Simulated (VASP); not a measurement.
# MgSe (Fm-3m) in VASP: further runs

The runs below take MgSe through single point, with PBE, r2SCAN.

All numbers are computed with VASP 6.6.1; they aren't measurements. Logs are shortened: lines on timing, memory, paths and dates and some standing lists are left out, and cuts for length are marked.

## (1) The cell of the first run

It takes space group Fm-3m (No. 225, cubic). The conventional cell has a = 5.467 Å, b = 5.467 Å, c = 5.467 Å, α = 90.00°, β = 90.00°, γ = 90.00°. Within 3.6 Å of Mg (site symmetry m-3m) lie 6 Se at 2.73 Å. Within 3.6 Å of Se (site symmetry m-3m) lie 6 Mg at 2.73 Å.

## (2) Single point, PBE

INCAR reads:

```
SYSTEM = MgSe
ALGO = Normal ; EDIFF = 1E-6
ENCUT = 600 ; GGA = PE
GGA_COMPAT = .FALSE. ; ISIF = 2
ISMEAR = 0 ; LASPH = .TRUE.
LCHARG = .FALSE. ; LREAL = .FALSE.
LWAVE = .FALSE. ; NBANDS = 11
NELM = 120 ; PREC = Accurate
SIGMA = 0.1
```

KPOINTS reads:

```
k-points
0
G
  2 2 2
  0 0 0
```

POSCAR reads:

```
MgSe
1.0
    0.0000000000      2.7337235204      2.7337235204
    2.7337235204      0.0000000000      2.7337235204
    2.7337235204      2.7337235204      0.0000000000
Mg Se
1 1
Direct
    0.0000000000      0.0000000000      0.0000000000
    0.5000000000      0.5000000000      0.5000000000
```

Potentials or basis: VASP PAW PBE potentials, release 64 (Mg, Se).

The run is started by

```bash
> cat potpaw_PBE.64/Mg/POTCAR potpaw_PBE.64/Se/POTCAR > POTCAR
> mpirun -np 1 vasp_std > vasp.out
```

OUTCAR:

```text
SYSTEM = MgSe
   EDIFF = 1E-6
   ENCUT = 600
   GGA = PE
   ISIF = 2
   ISMEAR = 0
   LASPH = .TRUE.
   LREAL = .FALSE.
   NELM = 120
   PREC = Accurate

 ion  position               nearest neighbor table
   1  0.000  0.000  0.000-   2 2.73   2 2.73   2 2.73   2 2.73   2 2.73   2 2.73
   2  0.500  0.500  0.500-   1 2.73   1 2.73   1 2.73   1 2.73   1 2.73   1 2.73

  LATTYP: Found a face centered cubic cell.
 ALAT       =     5.4674470408

  Lattice vectors:

 A1 = (   0.0000000000,   2.7337235204,   2.7337235204)
 A2 = (   2.7337235204,   0.0000000000,   2.7337235204)
 A3 = (   2.7337235204,   2.7337235204,   0.0000000000)

Analysis of symmetry for initial positions (statically):
=====================================================================
 Subroutine PRICEL returns:
 Original cell was already a primitive cell.

 Routine SETGRP: Setting up the symmetry group for a
 face centered cubic supercell.

 Subroutine GETGRP returns: Found 48 space group operations
 (whereof 48 operations were pure point group operations)
 out of a pool of 48 trial point group operations.

The static configuration has the point symmetry O_h .

Analysis of symmetry for dynamics (positions and initial velocities):
=====================================================================
 Subroutine PRICEL returns:
 Original cell was already a primitive cell.

 Routine SETGRP: Setting up the symmetry group for a
 face centered cubic supercell.

 Subroutine GETGRP returns: Found 48 space group operations
 (whereof 48 operations were pure point group operations)
 out of a pool of 48 trial point group operations.

The dynamic configuration has the point symmetry O_h .

 Subroutine INISYM returns: Found 48 space group operations
 (whereof 48 operations are pure point group operations),
 and found     1 'primitive' translations

----------------------------------------------------------------------------------------

                                     Primitive cell

  volume of cell :      40.8596

  direct lattice vectors                    reciprocal lattice vectors
     0.000000000  2.733723520  2.733723520    -0.182900720  0.182900720  0.182900720
     2.733723520  0.000000000  2.733723520     0.182900720 -0.182900720  0.182900720
     2.733723520  2.733723520  0.000000000     0.182900720  0.182900720 -0.182900720

  length of vectors
     3.866068878  3.866068878  3.866068878     0.316793340  0.316793340  0.316793340

  position of ions in fractional coordinates (direct lattice)
     0.000000000  0.000000000  0.000000000
     0.500000000  0.500000000  0.500000000
[... 65 lines left out ...]
   PSTRESS=    0.0 pullay stress
   NELECT =       8.0000    total number of electrons
   NUPDOWN=      -1.0000    fix difference up-down
   EMIN   =  10.00;   EMAX   =-10.00  energy-range for DOS
   EFERMI =   0.00;   METHOD = LEGACY
   ISMEAR =     0;   SIGMA  =   0.10  broadening in eV -4-tet -1-fermi 0-gaus
   EFERMI_NEDOS =   21; number of points for ismear=-14 and -15
   IALGO  =     38    algorithm
   IMIX   =      4    mixing-type and parameters
     AMIX     =   0.40;   BMIX     =  1.00
     AMIX_MAG =   1.60;   BMIX_MAG =  1.00
  volume/ion in A,a.u.               =      20.43       137.87
  Fermi-wavevector in a.u.,A,eV,Ry     =   0.950620  1.796411 12.295288  0.903678
  Thomas-Fermi vector in A             =   2.079014
   LORBIT       =      0    0 simple, 1 ext, 2 COOP (PROOUT), +10 PAW based schemes
   GGA     = PE    functional components
   LHFCALC =     F    Hartree Fock is set to
   AEXX    =    0.0000 exact exchange contribution
   IVDW    =     0    specifies the selected vdW correction
   LEPSILON=     F    determine dielectric tensor
   LRPA    =     F    only Hartree local field effects (RPA)
 non-spin polarized calculation
 Gauss-broadening in eV      SIGMA  =   0.10
  energy-cutoff  :      600.00
  volume of cell :       40.86
 maximum number of plane-waves:      1380
 NGX is ok and might be reduce to    32
   NGX = 15   NGY = 15   NGZ = 15

 number of electron       8.0000000 magnetization

 Free energy of the ion-electron system (eV)
  ---------------------------------------------------
  ext. energy  EPLUGINS =         0.00000000
  ---------------------------------------------------
  free energy    TOTEN  =        -5.85428887 eV

  energy without entropy =       -5.85428887  energy(sigma->0) =       -5.85428887

 E-fermi :   4.0071     XC(G=0):  -9.3183

 val. band max:        3.5339892577   @ k =   0.0000   0.0000   0.0000
 cond. band min:       4.9652425392   @ k =   0.5000   0.5000   0.0000
 fundamental gap:      1.4312532814
 Fermi energy:         4.0070907769

 k-point     1 :       0.0000    0.0000    0.0000
  band No.  band energies     occupation
      1      -9.3260      2.00000
      2       3.5340      2.00000
      3       3.5340      2.00000
      4       3.5340      2.00000
      5       5.9256      0.00000
      6      10.7004      0.00000
      7      10.7004      0.00000
      8      10.7004      0.00000
      9      13.2277      0.00000
     10      13.2277      0.00000
     11      14.3244      0.00000
[... 15 lines left out ...]
 k-point     3 :       0.5000    0.5000    0.0000
  band No.  band energies     occupation
      1      -7.8251      2.00000
      2      -0.8194      2.00000
      3       1.6918      2.00000
      4       1.6918      2.00000
      5       4.9652      0.00000
      6       7.2958      0.00000
      7      15.2048      0.00000
      8      15.4309      0.00000
      9      15.4309      0.00000
     10      15.8730      0.00000
     11      19.2105      0.00000

------------------------ aborting loop because EDIFF is reached ----------------------------------------

  FORCE on cell =-STRESS in cart. coord.  units (eV):
  Direction    XX          YY          ZZ          XY          YZ          ZX
  --------------------------------------------------------------------------------------
  -------------------------------------------------------------------------------------
  Total        2.0124449      2.0124449      2.0124449      0.0000000      0.0000000      0.0000000
  in kB       78.9115938     78.9115938     78.9115938      0.0000000      0.0000000      0.0000000
  external PRESSURE =      78.9115938 kB  Pullay stress =       0.0000000 kB

 VOLUME and BASIS-vectors are now :
 -----------------------------------------------------------------------------
  energy-cutoff  :      600.00
  volume of cell :       40.86
      direct lattice vectors                 reciprocal lattice vectors
     0.000000000  2.733723520  2.733723520    -0.182900720  0.182900720  0.182900720
     2.733723520  0.000000000  2.733723520     0.182900720 -0.182900720  0.182900720
     2.733723520  2.733723520  0.000000000     0.182900720  0.182900720 -0.182900720

 POSITION                                       TOTAL-FORCE (eV/Angst)
 -----------------------------------------------------------------------------------
      0.00000      0.00000      0.00000        -0.000000      0.000000      0.000000
      2.73372      2.73372      2.73372         0.000000     -0.000000      0.000000
 -----------------------------------------------------------------------------------
    total drift:                               -0.000000     -0.000000      0.000000

  FREE ENERGIE OF THE ION-ELECTRON SYSTEM (eV)
  ---------------------------------------------------
  free  energy   TOTEN  =        -5.8542888717 eV

  energy  without entropy=       -5.8542888717  energy(sigma->0) =       -5.85428887
```

It took 9.2 s on 1 thread of Intel Xeon 8259CL, shared host; peak memory 0.17 GiB.

Results:

| Item | Value |
| --- | --- |
| Free energy | -5.8543 eV |
| Pressure | 7.9 GPa |
| Band gap on the k mesh | 1.43 eV, indirect (least direct gap 2.39 eV) |

Caveat: the k points lie up to 1.00 Å⁻¹ apart.

## (3) Single point, r2SCAN

POSCAR is that of step 2.

INCAR.step1 reads:

```
SYSTEM = MgSe
PREC = Accurate ; ENCUT = 660
ISMEAR = 0 ; SIGMA = 0.1
LREAL = .FALSE. ; LASPH = .TRUE.
NELM = 120 ; NBANDS = 11
GGA = PE ; ALGO = Normal
EDIFF = 1E-5 ; LWAVE = .TRUE.
LCHARG = .FALSE. ; GGA_COMPAT = .FALSE.
```

INCAR.step2 reads:

```
SYSTEM = MgSe
PREC = Accurate ; ENCUT = 660
EDIFF = 1E-6 ; ISMEAR = 0
SIGMA = 0.1 ; LREAL = .FALSE.
LASPH = .TRUE. ; NELM = 120
ALGO = Normal ; ISIF = 2
LWAVE = .FALSE. ; LCHARG = .FALSE.
METAGGA = R2SCAN ; LMIXTAU = .TRUE.
NBANDS = 11 ; ISTART = 1
GGA_COMPAT = .FALSE.
```

KPOINTS reads:

```
regular mesh
0
G
  1 1 1
  0 0 0
```

Potentials or basis: VASP PAW PBE potentials, release 64 (Mg, Se).

The run is started by

```bash
> cat potpaw_PBE.64/Mg/POTCAR potpaw_PBE.64/Se/POTCAR > POTCAR
> cp INCAR.step1 INCAR
> mpirun -np 1 vasp_gam > vasp.out
> cp INCAR.step2 INCAR
> mpirun -np 1 vasp_gam > vasp.out
```

OUTCAR:

```text
SYSTEM = MgSe
   PREC = Accurate
   ENCUT = 660
   EDIFF = 1E-6
   ISMEAR = 0
   LREAL = .FALSE.
   LASPH = .TRUE.
   NELM = 120
   ISIF = 2
   METAGGA = R2SCAN
   ISTART = 1

 ion  position               nearest neighbor table
   1  0.000  0.000  0.000-   2 2.73   2 2.73   2 2.73   2 2.73   2 2.73   2 2.73
   2  0.500  0.500  0.500-   1 2.73   1 2.73   1 2.73   1 2.73   1 2.73   1 2.73

  LATTYP: Found a face centered cubic cell.
 ALAT       =     5.4674470408

  Lattice vectors:

 A1 = (   0.0000000000,   2.7337235204,   2.7337235204)
 A2 = (   2.7337235204,   0.0000000000,   2.7337235204)
 A3 = (   2.7337235204,   2.7337235204,   0.0000000000)

Analysis of symmetry for initial positions (statically):
=====================================================================
 Subroutine PRICEL returns:
 Original cell was already a primitive cell.

 Routine SETGRP: Setting up the symmetry group for a
 face centered cubic supercell.

 Subroutine GETGRP returns: Found 48 space group operations
 (whereof 48 operations were pure point group operations)
 out of a pool of 48 trial point group operations.

The static configuration has the point symmetry O_h .

Analysis of symmetry for dynamics (positions and initial velocities):
=====================================================================
 Subroutine PRICEL returns:
 Original cell was already a primitive cell.

 Routine SETGRP: Setting up the symmetry group for a
 face centered cubic supercell.

 Subroutine GETGRP returns: Found 48 space group operations
 (whereof 48 operations were pure point group operations)
 out of a pool of 48 trial point group operations.

The dynamic configuration has the point symmetry O_h .

 Subroutine INISYM returns: Found 48 space group operations
 (whereof 48 operations are pure point group operations),
 and found     1 'primitive' translations

----------------------------------------------------------------------------------------

[... 87 lines left out ...]
     AMIX     =   0.40;   BMIX     =  1.00
     AMIX_MAG =   1.60;   BMIX_MAG =  1.00
  volume/ion in A,a.u.               =      20.43       137.87
  Fermi-wavevector in a.u.,A,eV,Ry     =   0.950620  1.796411 12.295288  0.903678
  Thomas-Fermi vector in A             =   2.079014
   LORBIT       =      0    0 simple, 1 ext, 2 COOP (PROOUT), +10 PAW based schemes
   METAGGA = R2SCAN    functional components
   LHFCALC =     F    Hartree Fock is set to
   AEXX    =    0.0000 exact exchange contribution
   IVDW    =     0    specifies the selected vdW correction
   LEPSILON=     F    determine dielectric tensor
   LRPA    =     F    only Hartree local field effects (RPA)
 non-spin polarized calculation
 Gauss-broadening in eV      SIGMA  =   0.10
  energy-cutoff  :      660.00
  volume of cell :       40.86
 maximum number of plane-waves:       796
   NGX = 17   NGY = 17   NGZ = 17

 number of electron       8.0000000 magnetization

 Free energy of the ion-electron system (eV)
  ---------------------------------------------------
  ext. energy  EPLUGINS =         0.00000000
  ---------------------------------------------------
  free energy    TOTEN  =        -9.64660270 eV

  energy without entropy =       -9.64660270  energy(sigma->0) =       -9.64660270

 E-fermi :   4.7526     XC(G=0):  -9.1970

 val. band max:        4.1997177652   @ k =   0.0000   0.0000   0.0000
 cond. band min:       7.2433386269   @ k =   0.0000   0.0000   0.0000
 fundamental gap:      3.0436208616
 Fermi energy:         4.7526190914

 k-point     1 :       0.0000    0.0000    0.0000
  band No.  band energies     occupation
      1      -8.9508      2.00000
      2       4.1997      2.00000
      3       4.1997      2.00000
      4       4.1997      2.00000
      5       7.2433      0.00000
      6      11.6036      0.00000
      7      11.6036      0.00000
      8      11.6036      0.00000
      9      14.0355      0.00000
     10      14.0355      0.00000
     11      15.2553      0.00000

------------------------ aborting loop because EDIFF is reached ----------------------------------------

  FORCE on cell =-STRESS in cart. coord.  units (eV):
  Direction    XX          YY          ZZ          XY          YZ          ZX
  --------------------------------------------------------------------------------------
  -------------------------------------------------------------------------------------
  Total       12.4661422     12.4661422     12.4661422     -0.0000000      0.0000000      0.0000000
  in kB      488.8199183    488.8199183    488.8199183     -0.0000000      0.0000000      0.0000000
  external PRESSURE =     488.8199183 kB  Pullay stress =       0.0000000 kB

 VOLUME and BASIS-vectors are now :
 -----------------------------------------------------------------------------
  energy-cutoff  :      660.00
  volume of cell :       40.86
      direct lattice vectors                 reciprocal lattice vectors
     0.000000000  2.733723520  2.733723520    -0.182900720  0.182900720  0.182900720
     2.733723520  0.000000000  2.733723520     0.182900720 -0.182900720  0.182900720
     2.733723520  2.733723520  0.000000000     0.182900720  0.182900720 -0.182900720

 POSITION                                       TOTAL-FORCE (eV/Angst)
 -----------------------------------------------------------------------------------
      0.00000      0.00000      0.00000         0.000000     -0.000000     -0.000000
      2.73372      2.73372      2.73372        -0.000000      0.000000      0.000000
 -----------------------------------------------------------------------------------
    total drift:                               -0.000000     -0.000000      0.000000

  FREE ENERGIE OF THE ION-ELECTRON SYSTEM (eV)
  ---------------------------------------------------
  free  energy   TOTEN  =        -9.6466026951 eV

  energy  without entropy=       -9.6466026951  energy(sigma->0) =       -9.64660270
```

It took 45 s on 1 thread of Intel Xeon 8259CL, shared host; peak memory 0.18 GiB.

What came out:

- Free energy: -9.6466 eV
- Pressure: 48.9 GPa
- Band gap on the k mesh: 3.04 eV

Caveat: the k points lie up to 1.99 Å⁻¹ apart; the PAW data sets were made with another functional, which shifts forces and pressure a little.

## (4) Single point, PBE, collinear spin, zero start

INCAR reads:

```
SYSTEM = MgSe
  PREC = Accurate
  ENCUT = 600
  EDIFF = 1E-6
  ISMEAR = 0
  SIGMA = 0.1
  LREAL = .False.
  LASPH = .True.
  NELM = 200
  ALGO = Normal
  ISIF = 2
  LWAVE = .False.
  LCHARG = .True.
  ISPIN = 2
  MAGMOM = 0 0
  LORBIT = 11
  GGA = PE
  LELF = .True.
  LVHAR = .True.
  NBANDS = 15
  GGA_COMPAT = .False.
```

KPOINTS reads:

```
Automatic mesh
0
Gamma
  2 2 2
  0 0 0
```

POSCAR is that of step 3.

The run is started by

```bash
> cat potpaw_PBE.64/Mg/POTCAR potpaw_PBE.64/Se/POTCAR > POTCAR
> mpirun -np 1 vasp_std > vasp.out
```

It took 22 s on 1 thread of Intel Xeon 8259CL, shared host; peak memory 0.19 GiB.

It converged, with:

* Free energy: -5.8543 eV
* Pressure: 7.9 GPa
* Band gap on the k mesh: 1.43 eV, indirect (least direct gap 2.39 eV)
* Net moment: 0.00 μB per cell
* Valence electrons inside the program's atomic spheres: Mg 0.26; Se 4.07

Levels at points of the mesh, in eV from the valence-band top:
Spin up:
```tsv
k point	band 2	band 3	band 4	band 5	band 6	band 7
(0.00, 0.00, 0.00)	0.00	0.00	0.00	2.39	7.17	7.17
(0.50, 0.00, 0.00)	-5.08	-0.59	-0.59	3.64	5.77	5.77
(0.50, 0.50, 0.00)	-4.35	-1.84	-1.84	1.43	3.76	11.67
```
Spin down:
```tsv
k point	band 1	band 2	band 3	band 4	band 5	band 6	band 7	band 8	band 9
(0.00, 0.00, 0.00)	-12.86	0.00	0.00	0.00	2.39	7.17	7.17	7.17	9.69
(0.50, 0.00, 0.00)	-11.69	-5.08	-0.59	-0.59	3.64	5.77	5.77	8.24	11.34
(0.50, 0.50, 0.00)	-11.36	-4.35	-1.84	-1.84	1.43	3.76	11.67	11.90	11.90
```

Caveat: the k points lie up to 1.00 Å⁻¹ apart. A k mesh can miss the band edges.

## (5) Single point, PBE

INCAR reads:

```
PREC     = Accurate       # precision mode
ENCUT    = 600            # plane-wave cutoff, eV
EDIFF    = 1E-6           # SCF threshold, eV
ISMEAR   = 0              # smearing method
SIGMA    = 0.1            # smearing width, eV
LREAL    = False          # projectors in reciprocal space
LASPH    = True           # aspherical terms in the spheres
NELM     = 120            # most SCF steps
ALGO     = Normal         # electronic algorithm
ISIF     = 2              # what is computed and relaxed
LWAVE    = False          # write WAVECAR
LCHARG   = False          # write CHGCAR
GGA      = PE             # functional
ISYM     = 0            
NBANDS   = 11             # bands
GGA_COMPAT= False
```

KPOINTS reads:

```
Automatic mesh
0
Gamma
  2 5 1
```

POSCAR is that of step 4.

The run is started by

```bash
> cat potpaw_PBE.64/Mg/POTCAR potpaw_PBE.64/Se/POTCAR > POTCAR
> mpirun -np 1 vasp_std > vasp.out
```

It took 10 s on 1 thread of Intel Xeon 8259CL, shared host; peak memory 0.17 GiB.

The run converged, but its numbers aren't listed here, since they failed a check.

Caveat: the k points lie up to 1.99 Å⁻¹ apart.

## (6) Overview

```tsv
level	spin	k mesh	cutoff (eV)	gap on the mesh (eV)	pressure (GPa)
PBE	off	2 × 2 × 2	600	1.43	7.9
r2SCAN	off	1 × 1 × 1	660	3.04	48.9
PBE	collinear, zero start	2 × 2 × 2	600	1.43	7.9
```

Alike in all rows: task single point; potentials or basis VASP PAW PBE potentials, release 64 (Mg, Se); cell as given; smearing gaussian 0.1 eV.

Caveats: all runs use coarse meshes; the PAW data sets were made with another functional, which shifts forces and pressure a little (some runs).

Absolute energies hang on the potentials; compare differences alone.
